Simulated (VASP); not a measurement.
Write the native input for VASP 6.6.1 that does the following.

* Task: single point
* Functional: PBEsol
* Potentials or basis: VASP PAW PBE potentials, release 64 (C)
* Cutoff: 520 eV
* k mesh: 18 × 18 × 6
* Occupations: gaussian, width 0.15 eV
* Spin: no spin polarisation
* Dipole correction: no
* Further INCAR settings: ALGO = Normal; EDIFF = 1e-06; NBANDS = 16

The structure of C lies in POSCAR:

```
C
1.0
    1.1720581540     -2.0296566851      0.0000000000
    1.1720581540      2.0296566851      0.0000000000
    0.0000000000      0.0000000000      7.3778182888
C
4
Direct
    0.0833216498      0.9166783502      0.7498439858
    0.5833216498      0.4166783502      0.2501560142
    0.9166783502      0.0833216498      0.2501560142
    0.4166783502      0.5833216498      0.7498439858
```

This cell differs from its parent crystal: normal strain along x -0.0467, normal strain along y -0.0467.

The input as run:

INCAR

```
SYSTEM = C
ALGO = Normal
EDIFF = 1E-6
ENCUT = 520
GGA = PS
ISIF = 2
ISMEAR = 0
LASPH = .True.
LCHARG = .False.
LREAL = .False.
LWAVE = .False.
NBANDS = 16
NELM = 60
PREC = Accurate
SIGMA = 0.15
```

KPOINTS

```
k-points
0
Gamma
  18 18 6
  0 0 0
```

Potentials or basis: VASP PAW PBE potentials, release 64 (C).

Launch:

```console
$ cat potpaw_PBE.64/C/POTCAR > POTCAR
$ mpirun -np 1 vasp_std > vasp.out
```

It gave:

The pressure is 45.6 GPa and the band gap on the k mesh is zero (filled and empty bands touch).

Caveat: the cell differs from its parent crystal (normal strain along x -0.0467, normal strain along y -0.0467); the stress differs along the axes, from -0 to 69 GPa; this functional lacks dispersion, which binds layers or chains, so the pressure and a relaxed spacing across them are unreliable; the PAW data sets were made with another functional, which shifts forces and pressure a little.

Run time: 2.7 min on 1 thread of Intel(R) Xeon(R) Platinum 8488C (Sapphire Rapids), on a shared host, peak memory 0.26 GiB.
